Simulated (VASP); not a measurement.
## Si4B: single point with PBE

The system is Si4B.

```xyz
5
Lattice="-2.5959 2.5959 2.5959 2.5959 -2.5959 2.5959 2.5959 2.5959 -2.5959" Properties=species:S:1:pos:R:3 pbc="T T T"
Si    1.2980    1.2980   -1.2980
Si    1.2980   -1.2980    1.2980
Si   -1.2980    1.2980    1.2980
Si    1.2980    1.2980    1.2980
B     0.0000    0.0000    0.0000
```

```
Program                : VASP 6.6.1
Task                   : single point
Functional             : PBE
Potentials or basis    : VASP PAW PBE potentials, release 64 (Si, B)
Cutoff                 : 520 eV
k mesh                 : 6 × 6 × 6
Occupations            : gaussian, width 0.1 eV
Spin                   : no spin polarisation
Dipole correction      : no
Further INCAR settings : ALGO = Normal; EDIFF = 1e-06; NBANDS = 18
```

- Pressure: -1.3 GPa

Levels at points of the mesh, in eV from the Fermi level:
```tsv
k point	band 7	band 8	band 9	band 10	band 11	band 12	band 13	band 14
(0.00, 0.00, 0.00)	-4.29	-3.96	-2.93	-2.93	-2.93	1.30	1.30	5.13
(0.50, 0.00, 0.00)	-2.02	-0.65	-0.56	-0.17	1.78	2.54	2.64	2.66
(0.50, 0.50, 0.50)	-0.27	-0.27	-0.27	1.16	1.16	1.16	2.10	6.11
```

Wall time 9.6 s on 1 thread of Intel(R) Xeon(R) 6975P-C (Granite Rapids) (shared host), peak memory 0.2 GiB.
